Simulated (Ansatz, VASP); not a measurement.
## Two plane-wave programs on Hf

```xyz
2
Lattice="3.1981 0.0000 0.0000 -1.5990 2.7696 0.0000 0.0000 0.0000 5.0457" Properties=species:S:1:pos:R:3 pbc="T T T"
Hf    0.0000    1.8464    1.2614
Hf    1.5990    0.9232    3.7843
```

Alike in both runs: functional r2SCAN; k mesh 15 × 15 × 8; occupations gaussian, width 0.1 eV; no spin polarisation.

Ansatz relaxed the structure, and its values are those at the end. VASP's run is a single point on that final structure, the one shown.

|  | VASP | Ansatz |
| --- | --- | --- |
| version | VASP 6.6.1 | Ansatz 0.2.0 |
| potentials or method | VASP PAW PBE potentials, release 64 (Hf_pv), cutoff 520 eV | scalar-relativistic, plane waves, PAW |
| valence electrons in the cell | 20 | 52 |

|  | VASP | Ansatz | Ansatz less VASP |
| --- | --- | --- | --- |
| gap on the k mesh at the Fermi level (eV) | none | none | - |
| pressure (GPa) | -0.6 | 0.0 | +0.57 |

VASP's potentials were made for PBE, not for r2SCAN. A gap of «none» marks a metal or a gap that the smearing closes. The functional is the same, so the differences come from potentials, cutoffs and numerics. VASP's potentials hold 20 valence electrons a cell and Ansatz's 52, so a difference there can come from the potentials and not from the codes.

Spin-orbit coupling is off throughout.
